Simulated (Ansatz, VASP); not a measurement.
# CaSe: VASP beside Ansatz

The input POSCAR:

```
CaSe
1.0
    0.0000000000      2.9811812425      2.9811812425
    2.9811812425      0.0000000000      2.9811812425
    2.9811812425      2.9811812425      0.0000000000
Ca Se
1 1
Direct
    0.0000000000      0.0000000000      0.0000000000
    0.5000000000      0.5000000000      0.5000000000
```

INCAR.step1

```
PREC = Accurate ; ENCUT = 520
ISMEAR = 0 ; SIGMA = 0.01
LREAL = False ; LASPH = True
NELM = 100 ; NBANDS = 15
GGA = PE ; ALGO = Normal
EDIFF = 1E-4 ; LWAVE = True
LCHARG = False
```

The input INCAR.step2:

```
PREC = Accurate ; ENCUT = 520
EDIFF = 1E-6 ; ISMEAR = 0
SIGMA = 0.01 ; LREAL = False
LASPH = True ; NELM = 100
ALGO = Normal ; ISIF = 2
LWAVE = False ; LCHARG = True
METAGGA = R2SCAN ; LMIXTAU = True
LELF = True ; LVHAR = True
NBANDS = 15 ; ISTART = 1
```

KPOINTS

```
regular mesh
0
Gamma
  8 8 8
```

Input for Ansatz:

```yaml
crystal:
  lattice:
    - [0.0, 2.9811812425, 2.9811812425]
    - [2.9811812425, 0.0, 2.9811812425]
    - [2.9811812425, 2.9811812425, 0.0]
  atoms:
    - { symbol: Ca, position: [0.0, 0.0, 0.0] }
    - { symbol: Se, position: [0.5, 0.5, 0.5] }
kpoints:
  mp_grid: { grid: [8, 8, 8] }
  band_path:
    path:
      - [0.0, 0.0, 0.0]
      - [0.5, 0.0, 0.5]
      - [0.625, 0.25, 0.625]
      - [0.375, 0.375, 0.75]
      - [0.5, 0.5, 0.5]
      - [0.5, 0.25, 0.75]
      - [0.0, 0.5, 0.5]
    npoints: 1
hamiltonian:
  xc: r2scan
scf:
  occupations: { method: fixed }
  n_extra_bands: 4
output:
  forces: true
  stress: true
  eigenvalues: true
  write_density: true
  write_potential: true
  elf: true
  volumetric_format: npy
```

Change from the starting cell: hydrostatic strain +0.5%.

Alike in both runs: task single point; functional r2SCAN; k mesh 8 × 8 × 8; no spin polarisation.

```csv
,VASP,Ansatz
version,VASP 6.6.1,Ansatz 0.2.0
potentials or method,"VASP PAW PBE potentials, release 64 (Ca_sv, Se)","plane waves, PAW"
plane-wave cutoff (eV),520,500
occupations,"gaussian, width 0.01 eV",fixed
valence electrons in the cell,16,26
```

|  | VASP | Ansatz | Ansatz less VASP |
| --- | --- | --- | --- |
| gap on the k mesh at the Fermi level (eV) | 2.55 | 2.55 | 0.000 |
| pressure (GPa) | -0.5 | -0.7 | -0.23 |

VASP's potentials were made for PBE, not for r2SCAN. VASP's potentials hold 16 valence electrons a cell and Ansatz's 26, so a difference there can come from the potentials and not from the codes.
